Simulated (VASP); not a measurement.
Here is a VASP 6.6.1 calculation.

INCAR

```
  PREC = Accurate
  ENCUT = 520
  EDIFF = 1E-6
  ISMEAR = 0
  SIGMA = 0.1
  LREAL = False
  LASPH = True
  NELM = 60
  ALGO = Normal
  ISIF = 2
  LWAVE = False
  LCHARG = False
  GGA = PS
  NBANDS = 74
```

File KPOINTS:

```
regular mesh
0
Gamma
  4 4 3
```

The input POSCAR:

```
Y2B4HRh6
1.0
    5.3736450000      0.0000000000      0.0000000000
   -2.6868220000      4.6537130000      0.0000000000
    0.0000000000      0.0000000000      6.2963550000
Y B Rh H
2 4 6 1
Direct
    0.0178553798      0.0050559628      0.2678084384
    0.0171364886      0.0051002286      0.7510637504
    0.6615620245      0.3308066054      0.2621467500
    0.3153411407      0.6539455699      0.2618581703
    0.6608406373      0.3309914041      0.7567889676
    0.3160222786      0.6542169661      0.7571064529
   -0.0071268330      0.4949430702      0.0092593254
    0.5042437810      0.5134757988      0.0096681334
    0.4836161316      0.0075004625      0.0093519187
   -0.0014034199      0.4945238351      0.5098136938
    0.5026091935      0.4999878592      0.5092552755
    0.4994723876     -0.0050746576      0.5093828096
    0.7271412122      0.8972699864      0.0097905852
```

Potentials or basis: VASP PAW PBE potentials, release 64 (Y_sv, B, Rh_pv, H).

Command:

```bash
$ cat potpaw_PBE.64/Y_sv/POTCAR potpaw_PBE.64/B/POTCAR potpaw_PBE.64/Rh_pv/POTCAR potpaw_PBE.64/H/POTCAR > POTCAR
$ mpirun -np 1 vasp_std > vasp.out
```

Question: What does it give for the largest force?

Answer: 0.417 eV/Å.

Question: Predict the band gap on the k mesh.

Answer: Zero (an odd number of electrons rules out a gap without spin polarisation).

Question: Predict the pressure.

Answer: -0.4 GPa.

Stress tensor (GPa, compression positive):
```
 1.06  0.83  0.01
 0.83 -2.13  0.00
 0.01  0.00 -0.22
```

Caveat: the PAW data sets were made with another functional, which shifts forces and pressure a little.
